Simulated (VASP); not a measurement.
Input of a VASP 6.6.1 run:

File INCAR:

```
SYSTEM = SiC
ALGO = Normal ; EDIFF = 1E-6
ENCUT = 520 ; GGA = PE
ISIF = 2 ; ISMEAR = 0
LASPH = .TRUE. ; LCHARG = .FALSE.
LREAL = .FALSE. ; LWAVE = .FALSE.
NBANDS = 11 ; NELM = 100
PREC = Accurate ; SIGMA = 0.01
```

Contents of KPOINTS:

```
k-points
0
G
  6 6 6
  0 0 0
```

The input POSCAR:

```
SiC
1.0
    0.0000000000      2.1411298756      2.1411298756
    2.1411298756      0.0000000000      2.1411298756
    2.1411298756      2.1411298756      0.0000000000
Si C
1 1
Direct
    0.0000000000      0.0000000000      0.0000000000
    0.2500000000      0.2500000000      0.2500000000
```

Potentials or basis: VASP PAW PBE potentials, release 64 (Si, C).

The run is started by

```bash
$ cat potpaw_PBE.64/Si/POTCAR potpaw_PBE.64/C/POTCAR > POTCAR
$ mpirun -np 1 vasp_std > vasp.out
```

(1) Estimate the band gap on the k mesh.

(2) Predict the pressure.

Answers

(1) 1.30 eV, indirect (least direct gap 4.59 eV).

(2) 16.3 GPa.

Caveat: the k points lie up to 0.42 Å⁻¹ apart.
